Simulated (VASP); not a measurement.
# H3C2N in VASP: a series of runs, part 2 of 3

VASP 6.6.1. Earlier steps stand in the parts before.

## Step 4: Single point, PBE

Input file INCAR:

```
  ALGO = Normal
  EDIFF = 1E-6
  ENCUT = 520
  GGA = PE
  ISIF = 2
  ISMEAR = -1
  LASPH = T
  LCHARG = F
  LREAL = Auto
  LWAVE = F
  NBANDS = 72
  NELM = 100
  PREC = Accurate
  SIGMA = 0.02
```

Input file KPOINTS:

```
k-points
0
Gamma
  1 1 1
```

Input file POSCAR:

```
H3C2N
1.0
    8.3116590000      0.0000000000      0.0000000000
    0.0000000000      8.3116590000      0.0000000000
    0.0000000000      0.0000000000      8.3116590000
C N H
12 6 18
Direct
    1.0275565925      0.5704637305      0.4518472185
    0.9356254870      0.5825792420      0.2961863570
    0.4195191357      0.9219098137      0.5881497304
    0.2400603778      0.9415087890      0.5741092121
    0.1263165392      0.4065253399      0.8661928984
    0.2789695776      0.4023504814      0.7849816745
    0.8597802196      0.8119678635      0.8125694281
    0.7822024460      0.9424592611      0.9100108655
    0.5169244792      0.6514944850      0.0102145673
    0.4311413642      0.7121321989      0.1434130058
    0.6674840727      0.2833850619      0.3476562260
    0.4886870359      0.2410469438      0.3335796139
    0.8785370045      0.6124890350      0.1756689008
    0.1033848958      0.9499788189      0.5652421496
    0.3932307618      0.3557532858      0.7109170383
    0.7287113198      1.0467104100      0.9895738023
    0.3614922123      0.7793510297      0.2416485084
    0.3604214273      0.2198357753      0.2796794238
    1.0112902851      0.4549151980      0.5269224832
    1.1487357698      0.5755168733      0.3902590325
    1.0159103014      0.6627678060      0.5357414206
    0.4742855788      0.9883947356      0.4905879801
    0.4447246933      0.9710335807      0.7061045214
    0.4431606253      0.7893249711      0.5707284190
    0.0920634497      0.5237702846      0.9029845907
    0.0463204759      0.3527214001      0.7783764950
    0.1398517432      0.3237981731      0.9762912555
    0.7681619277      0.7656233250      0.7289639770
    0.9565719672      0.8565798958      0.7523768721
    0.8950319064      0.7092326574      0.8994112968
    0.6548391843      0.6734515937      0.0171445917
    0.4751638632      0.5228077812     -0.0096972217
    0.4831165475      0.7378791647     -0.0932425163
    0.7084987486      0.3495571702      0.2407461615
    0.6852783542      0.3569925090      0.4633611653
    0.7608108080      0.1831403334      0.3577143865
```

Potentials or basis: VASP PAW PBE potentials, release 64 (C, N, H).

Launch:

```console
> cat potpaw_PBE.64/C/POTCAR potpaw_PBE.64/N/POTCAR potpaw_PBE.64/H/POTCAR > POTCAR
> mpirun -np 1 vasp_gam > vasp.out
```

OUTCAR:

```text
EDIFF = 1E-6
   ENCUT = 520
   GGA = PE
   ISIF = 2
   ISMEAR = -1
   LASPH = T
   LREAL = Auto
   NELM = 100
   PREC = Accurate

 ion  position               nearest neighbor table
   1  0.028  0.570  0.452-  21 1.04  20 1.13  19 1.15   2 1.51
   2  0.936  0.583  0.296-  13 1.14   1 1.51
   3  0.420  0.922  0.588-  22 1.08  23 1.08  24 1.13   4 1.51
   4  0.240  0.942  0.574-  14 1.14   3 1.51
   5  0.126  0.407  0.866-  25 1.06  26 1.08  27 1.15   6 1.44
   6  0.279  0.402  0.785-  15 1.20   5 1.44
   7  0.860  0.812  0.813-  29 1.02  28 1.10  30 1.16   8 1.50
   8  0.782  0.942  0.910-  16 1.18   7 1.50
   9  0.517  0.651  0.010-  32 1.14  33 1.15  31 1.16  10 1.41
  10  0.431  0.712  0.143-  17 1.15   9 1.41
  11  0.667  0.283  0.348-  34 1.10  36 1.14  35 1.15  12 1.53
  12  0.489  0.241  0.334-  18 1.17  11 1.53
  13  0.879  0.612  0.176-   2 1.14
  14  0.103  0.950  0.565-   4 1.14
  15  0.393  0.356  0.711-   6 1.20
  16  0.729  0.047  0.990-   8 1.18
  17  0.361  0.779  0.242-  10 1.15
[... 17 lines left out ...]
  35  0.685  0.357  0.463-  11 1.15
  36  0.761  0.183  0.358-  11 1.14

[... 232 lines left out ...]
 Fermi energy:        -4.4311723529

 k-point     1 :       0.0000    0.0000    0.0000
  band No.  band energies     occupation
      1     -20.4320      2.00000
      2     -19.9889      2.00000
      3     -19.8631      2.00000
      4     -19.7778      2.00000
      5     -19.6219      2.00000
      6     -19.5193      2.00000
[... 52 lines left out ...]
     59       2.6335      0.00000
     60       2.6871      0.00000
 [bands above 60 left out]

------------------------ aborting loop because EDIFF is reached ----------------------------------------

  FORCE on cell =-STRESS in cart. coord.  units (eV):
  Direction    XX          YY          ZZ          XY          YZ          ZX
  --------------------------------------------------------------------------------------
  -------------------------------------------------------------------------------------
  Total       -1.3123047     -3.5873399      0.0351258      1.1817720      2.0685072     -0.3539835
  in kB       -3.6616946    -10.0096747      0.0980107      3.2974721      5.7717096     -0.9877123
  external PRESSURE =      -4.5244528 kB  Pullay stress =       0.0000000 kB

 VOLUME and BASIS-vectors are now :
 -----------------------------------------------------------------------------
  energy-cutoff  :      520.00
  volume of cell :      574.20
      direct lattice vectors                 reciprocal lattice vectors
     8.311659000  0.000000000  0.000000000     0.120312924  0.000000000  0.000000000
     0.000000000  8.311659000  0.000000000     0.000000000  0.120312924  0.000000000
     0.000000000  0.000000000  8.311659000     0.000000000  0.000000000  0.120312924

 POSITION                                       TOTAL-FORCE (eV/Angst)
 -----------------------------------------------------------------------------------
      0.22904      4.74150      3.75560         0.626238     -2.906157     -2.452817
      7.77660      4.84220      2.46180         1.550515     -0.252780      5.189133
      3.48690      7.66260      4.88850        -2.279578     -0.966340     -0.352473
      1.99530      7.82550      4.77180         4.234418     -0.449866     -0.065742
      1.04990      3.37890      7.19950         0.895309     -1.618490      1.058448
      2.31870      3.34420      6.52450         2.962202     -1.808183     -1.962606
[... 28 lines left out ...]
      5.69580      2.96720      3.85130        -0.276310     -0.521939     -1.291130
      6.32360      1.52220      2.97320        -1.450477      0.270661     -0.050005
 -----------------------------------------------------------------------------------
    total drift:                                0.023579     -0.000349      0.005404

  FREE ENERGIE OF THE ION-ELECTRON SYSTEM (eV)
  ---------------------------------------------------
  free  energy   TOTEN  =      -219.1334539817 eV

  energy  without entropy=     -219.1334539817  energy(sigma->0) =     -219.13345398
```

OSZICAR:

```text
N       E                     dE             d eps       ncg     rms          rms(c)
DAV:   1     0.696742399920E+03    0.69674E+03   -0.46018E+04   144   0.116E+03
DAV:   2    -0.147488346300E+03   -0.84423E+03   -0.81286E+03   192   0.267E+02
DAV:   3    -0.238918210024E+03   -0.91430E+02   -0.90768E+02   184   0.935E+01
[... 11 lines left out ...]
DAV:  15    -0.219133468704E+03    0.43495E-04   -0.85627E-05   160   0.361E-02    0.129E-02
DAV:  16    -0.219133458167E+03    0.10537E-04   -0.17839E-05   184   0.197E-02    0.672E-03
DAV:  17    -0.219133455506E+03    0.26612E-05   -0.15171E-05   184   0.155E-02    0.478E-03
DAV:  18    -0.219133454172E+03    0.13340E-05   -0.43194E-06   160   0.775E-03    0.151E-03
DAV:  19    -0.219133453982E+03    0.19017E-06   -0.55280E-07   128   0.305E-03
   1 F= -.21913345E+03 E0= -.21913345E+03  d E =-.729656E-11
```

stdout:

```text
POSCAR found type information on POSCAR C N H
 POSCAR found :  3 types and      36 ions
 scaLAPACK will be used
 LDA part: xc-table for (Slater+PW92), standard interpolation
 POSCAR, INCAR and KPOINTS ok, starting setup
 FFT: planning ... GRIDC
 FFT: planning ... GRID_SOFT
 FFT: planning ... GRID
 WAVECAR not read
 entering main loop
```

Run time: 88 s. Hardware: 1 thread of Intel Xeon Platinum 8259CL at 2.50GHz (Skylake/Cascade Lake), shared host; peak memory 0.54 GiB.

Results:

| Item | Value |
| --- | --- |
| Free energy | -219.1335 eV |
| Pressure | -0.5 GPa |
| Largest force | 5.422 eV/Å |
| Band gap on the k mesh | 5.99 eV |

Forces in eV/Å, atoms in the order of the input:
```
C    0.626 -2.906 -2.453
C    1.551 -0.253  5.189
C   -2.280 -0.966 -0.352
C    4.234 -0.450 -0.066
C    0.895 -1.618  1.058
C    2.962 -1.808 -1.963
C   -3.072 -1.361  3.248
C    0.389  0.123  0.149
C    1.063  0.212 -2.047
C    0.970  0.004 -0.604
C   -0.232 -0.256  1.660
C    2.210  0.295 -1.157
N   -1.443  0.475 -3.347
N   -2.928  0.369 -0.158
N   -2.119  1.502  1.536
N    0.381 -0.917 -0.765
N   -1.364  0.758  1.943
N    0.090  0.094  0.579
H    0.130  0.914 -1.493
H   -0.177 -0.185  1.277
H   -0.464  1.976  0.641
H    0.278  0.228 -0.170
H    0.732 -0.013  0.396
H    0.077  0.969  0.378
H   -0.520  1.030  0.370
H   -0.801 -0.132  0.068
H   -0.397  0.839 -1.001
H    0.174 -0.027 -0.084
H    2.419  1.128 -1.581
H   -0.370  1.193 -0.894
H   -1.744 -0.887  0.446
H    0.881  1.051 -0.296
H    0.049 -1.315  0.716
H   -0.473  0.182  0.118
H   -0.276 -0.522 -1.291
H   -1.450  0.271 -0.050
```

Caveat: the k points lie up to 0.76 Å⁻¹ apart.

(Continued in part 3 of 3.)
